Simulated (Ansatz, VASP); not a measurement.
**Two plane-wave programs on Pt**

```xyz
2
Lattice="2.8769 0.0000 0.0000 -1.4384 2.4914 0.0000 0.0000 0.0000 4.2235" Properties=species:S:1:pos:R:3 pbc="T T T"
Pt    1.4384    0.8305    3.1676
Pt    0.0000    1.6610    1.0559
```

Alike in both runs: task single point; functional PBEsol; k mesh 30 × 30 × 14; occupations gaussian, width 0.15 eV; no spin polarisation.

|  | VASP | Ansatz |
| --- | --- | --- |
| version | VASP 6.6.1 | Ansatz 0.2.0 |
| potentials or method | VASP PAW PBE potentials, release 64 (Pt), cutoff 520 eV | scalar-relativistic, plane waves, PAW |
| valence electrons in the cell | 20 | 36 |

Ansatz gave:

| Item | Value |
| --- | --- |
| gap on the k mesh at the Fermi level (eV) | none |
| pressure (GPa) | 3.7 |
| traceless stress, the component that is largest in VASP (GPa) | 9.04 |

Problem. Estimate VASP's values.

Solution. gap on the k mesh at the Fermi level (eV): none; pressure (GPa): 3.3; traceless stress, the component that is largest in VASP (GPa): 9.04.

VASP's potentials were made for PBE, not for PBEsol. A gap of «none» marks a metal or a gap that the smearing closes. With one functional, cell and mesh, what is left measures potentials, basis and numerics. VASP's potentials hold 20 valence electrons a cell and Ansatz's 36, so a difference there can come from the potentials and not from the codes.

Neither program's run includes spin-orbit coupling.
